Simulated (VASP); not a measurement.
# Mn: single point with LDA

Crystal: Mn.

```
Mn
1.0
     2.22978    0.00000    0.00000
     0.00000    2.22978    0.00000
     0.00000    0.00000    2.22978
Mn
1
Direct
  0.00000 0.00000 0.00000
```

```yaml
Program: VASP 6.6.1
Task: single point
Functional: LDA
Potentials_or_basis: VASP PAW LDA potentials, release 64 (Mn_pv)
Cutoff: 520 eV
k_mesh: 16 × 16 × 16
Occupations: fermi-dirac, width 0.1 eV
Spin: no spin polarisation
Dipole_correction: no
Further_INCAR_settings: ALGO = Normal; EDIFF = 1e-06; NBANDS = 12
```

```yaml
Pressure: 0.8 GPa
```

Levels at points of the mesh, in eV from the Fermi level:
```tsv
k point	band 3	band 4	band 5	band 6	band 7	band 8	band 9	band 10
(0.00, 0.00, 0.00)	-47.25	-8.26	-4.02	-4.02	1.83	1.83	1.83	21.24
(0.50, 0.00, 0.00)	-47.15	-3.79	-3.22	-0.99	-0.21	-0.21	2.01	7.32
(0.50, 0.50, 0.00)	-47.05	-5.44	-2.41	0.23	0.23	3.25	6.49	6.49
(0.50, 0.50, 0.50)	-48.05	-3.77	-3.77	-3.77	3.36	3.36	12.21	15.03
```

It took 9.8 s on 1 thread of AMD EPYC 9R45 96-Core Processor (Zen 5) (shared host), peak memory 0.09 GiB.

Caveat: the run has no spin polarisation, though such a crystal can be magnetic. Spin polarisation is off, so any magnetic state and its effect on volume and gap are missing.
